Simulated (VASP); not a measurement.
The system is Mg2Te3O.

```
Mg Te O
1.0
     3.11125    0.00000    0.00000
     0.00000    3.11125    0.00000
     0.00000    0.00000   15.23732
Mg Te O
2 3 1
Direct
  0.00000 0.00000 0.11025
  0.50000 0.50000 0.47247
  0.00000 0.00000 0.61118
  0.00000 0.00000 0.33309
  0.50000 0.50000 0.86077
  0.50000 0.50000 0.11224
```

The cell was generated, and may not be a known phase.

```yaml
Program: VASP 6.6.1
Task: relaxation of cell and atoms
Functional: PBE
Potentials_or_basis: VASP PAW PBE potentials, release 64 (Mg, Te, O)
Cutoff: 600 eV
k_mesh: 12 × 12 × 4
Occupations: gaussian, width 0.1 eV
Spin: no spin polarisation
```

At the start: pressure 0.0 GPa; volume 24.58 Å³/atom.

Q: Where does the relaxation end?

A: Over 28 steps the energy falls by 4.1 meV/atom and the volume is 24.53 Å³/atom (-0.2 %); space group P4mm (No. 99, to 0.1 Å) before and after.

The path:
```tsv
step	energy change (eV)	largest force (eV/Å)	pressure (GPa)	volume (Å³)
1	0.0000	0.1979	0.02	147.50
2	-0.0110	0.1692	0.10	147.55
3	-0.0197	0.0238	0.53	147.67
4	-0.0221	0.0837	0.33	147.64
5	-0.0222	0.0737	0.36	147.64
6	-0.0229	0.0300	-0.30	149.36
7	-0.0236	0.0238	-0.06	148.62
8	-0.0236	0.0275	0.01	148.55
9	-0.0236	0.0252	0.01	148.59
10	-0.0236	0.0243	0.00	148.60
11	-0.0236	0.0228	-0.02	148.56
12	-0.0238	0.0180	-0.01	148.44
13	-0.0238	0.0560	0.00	148.19
14	-0.0239	0.0388	0.00	148.30
15	-0.0239	0.0377	-0.02	148.27
16	-0.0241	0.0348	-0.01	148.17
17	-0.0243	0.0291	-0.01	147.97
18	-0.0246	0.0185	0.01	147.57
19	-0.0246	0.0208	0.00	147.50
20	-0.0246	0.0250	0.01	147.37
21	-0.0246	0.0174	-0.03	147.33
22	-0.0246	0.0180	-0.02	147.34
23	-0.0246	0.0191	-0.01	147.34
24	-0.0246	0.0224	0.01	147.36
25	-0.0246	0.0203	-0.01	147.35
26	-0.0246	0.0200	-0.01	147.35
27	-0.0246	0.0193	-0.02	147.34
28	-0.0247	0.0095	0.05	147.20
```

Final structure:
```
Mg Te O
1.0
     3.08488    0.00000    0.00000
     0.00000    3.08488    0.00000
     0.00000    0.00000   15.46832
Mg Te O
2 3 1
Cartesian
  3.0849 0.0000 1.6897
  1.5424 1.5424 7.3344
  0.0000 0.0000 9.5315
  3.0849 0.0000 5.1161
  1.5424 1.5424 13.2731
  1.5424 1.5424 1.7260
```
